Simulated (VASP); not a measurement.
Runs of VASP 6.6.1 on Cu. The structure is that of space group Fm-3m (No. 225), or close to it. The cells are those of the table. 

```tsv
task	level	potentials or basis	cell	gap on the mesh (eV)	pressure (GPa)
single point	revPBE+D3(BJ)	VASP PAW PBE potentials, release 64 (Cu)	a = 2.590 Å, angles 60.0°, 1 atom	none	-14.5
single point	RPBE	VASP PAW PBE potentials, release 64 (Cu)	a = 2.606 Å, angles 60.0°, 1 atom	none	-0.8
relaxation of cell and atoms	LDA	VASP PAW LDA potentials, release 64 (Cu)	relaxed from a = 2.556 Å, angles 60.0°, 1 atom	none	-0.1
single point	revPBE+D3(BJ)	VASP PAW PBE potentials, release 64 (Cu)	a = 2.522 Å, angles 60.0°, 1 atom	none	-4.5
single point	revPBE+D4	VASP PAW PBE potentials, release 64 (Cu)	a = 2.606 Å, angles 60.0°, 1 atom	none	(a)
```

Alike in all rows: no spin polarisation; k mesh 13 × 13 × 13; cutoff (eV) 600; smearing fermi-dirac 0.05 eV.

Q: Estimate the missing entries.

A: (a) -13.5.

Caveats: the PAW data sets were made with another functional, which shifts forces and pressure a little (some runs); pairwise dispersion overbinds metals, which lowers pressure and volume (some runs).

A gap of «none» marks levels without a gap at the run's occupations.
